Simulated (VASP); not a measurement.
Input of a VASP 6.6.1 run:

File INCAR:

```
PREC     = Accurate       # precision mode
ENCUT    = 520            # plane-wave cutoff, eV
EDIFF    = 1E-6           # SCF threshold, eV
ISMEAR   = -1             # smearing method
SIGMA    = 0.1            # smearing width, eV
LREAL    = False          # projectors in reciprocal space
LASPH    = True           # aspherical terms in the spheres
NELM     = 100            # most SCF steps
ALGO     = Normal         # electronic algorithm
ISIF     = 2              # what is computed and relaxed
LWAVE    = False          # write WAVECAR
LCHARG   = False          # write CHGCAR
GGA      = CA             # functional
NBANDS   = 18             # bands
```

File KPOINTS:

```
Automatic mesh
0
Gamma
  11 11 11
```

The input POSCAR:

```
Yb
1.0
    2.9986839899      0.0000000000      0.0000000000
    0.0000000000      2.9986839899      0.0000000000
    0.0000000000      0.0000000000      2.9986839899
Yb
1
Direct
    0.0000000000      0.0000000000      0.0000000000
```

Potentials or basis: VASP PAW PBE potentials, release 64 (Yb).

Run with:

```sh
$ cat potpaw_PBE.64/Yb/POTCAR > POTCAR
$ mpirun -np 1 vasp_std > vasp.out
```

What does it give for the pressure?

2.5 GPa.

Caveat: the PAW data sets were made with another functional, which shifts forces and pressure a little; spin-orbit coupling is left out, which moves the levels of the heavy elements. Spin polarisation is off, so any magnetic state and its effect on volume and gap are missing.
